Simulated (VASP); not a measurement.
Input of a VASP 6.6.1 run:

The input INCAR:

```
SYSTEM = Si
PREC = Accurate
ENCUT = 520
EDIFF = 1E-7
ISMEAR = -1
SIGMA = 0.1
LREAL = .FALSE.
LASPH = .TRUE.
NELM = 80
ALGO = Normal
ISIF = 2
LWAVE = .FALSE.
LCHARG = .FALSE.
NBANDS = 11
```

File KPOINTS:

```
Automatic mesh
0
G
  15 15 8
  0 0 0
```

File POSCAR:

```
Si
1.0
    2.3376448157      0.0000000000      0.0000000000
   -1.1688224079      2.0244597954      0.0000000000
    0.0000000000      0.0000000000      3.9640270477
Si
2
Direct
    0.3333333333      0.6666666667      0.2500000000
    0.6666666667      0.3333333333      0.7500000000
```

Potentials or basis: VASP PAW LDA potentials, release 64 (Si).

The run is started by

```sh
$ cat potpaw_LDA.64/Si/POTCAR > POTCAR
$ mpirun -np 1 vasp_std > vasp.out
```

(1) Predict the pressure.

(2) Estimate the band gap on the k mesh.

Answers

(1) 89.3 GPa.

(2) zero (band 4 reaches 29.25 eV, above the bottom of band 5 at 13.22 eV).
